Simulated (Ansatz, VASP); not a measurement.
Mg: VASP beside Ansatz

File INCAR:

```
SYSTEM = Mg
ALGO = Normal
EDIFF = 1E-8
ENCUT = 520
GGA = CA
ISIF = 2
ISMEAR = -1
LASPH = .TRUE.
LCHARG = .FALSE.
LEFG = .TRUE.
LREAL = .FALSE.
LWAVE = .FALSE.
NBANDS = 7
NELM = 60
PREC = Accurate
SIGMA = 0.03
```

The input KPOINTS:

```
k-points
0
G
  16 16 16
  0 0 0
```

Contents of POSCAR:

```
Mg
1.0
    0.0000000000      2.1988317276      2.1988317276
    2.1988317276      0.0000000000      2.1988317276
    2.1988317276      2.1988317276      0.0000000000
Mg
1
Direct
    0.0000000000      0.0000000000      0.0000000000
```

Input for Ansatz:

```yaml
crystal:
  lattice:
    - [0.0, 2.1988317276, 2.1988317276]
    - [2.1988317276, 0.0, 2.1988317276]
    - [2.1988317276, 2.1988317276, 0.0]
  atoms:
    - { symbol: Mg, position: [0.0, 0.0, 0.0] }
kpoints:
  mp_grid: { grid: [16, 16, 16] }
scf:
  occupations: { method: fermi_dirac, width: 0.03 }
hamiltonian:
  xc: lda
  pseudopotentials: { kind: all_electron, datasets: crystal }
output:
  forces: true
  stress: true
  eigenvalues: true
  efg: { contact_densities: true }
```

Change from the starting cell: volume scaled by 0.9405, crystal datasets.

Alike in both runs: task electric field gradients; functional LDA; k mesh 16 × 16 × 16; occupations fermi-dirac, width 0.03 eV; no spin polarisation.

|  | VASP | Ansatz |
| --- | --- | --- |
| version | VASP 6.6.1 | Ansatz 0.2.0 |
| potentials or method | VASP PAW LDA potentials, release 64 (Mg), cutoff 520 eV | all-electron PAW with datasets made for the crystal, scalar-relativistic |

VASP gave:

| Quantity | Value |
| --- | --- |
| pressure (GPa) | 0.7 |

Q: What did Ansatz give for the same quantities?

A: Pressure (GPa): 1.0.

LDA's correlation is that of Perdew and Zunger in VASP and of Perdew and Wang (1992) in Ansatz. Ansatz ran all-electron here, and VASP with PAW potentials.
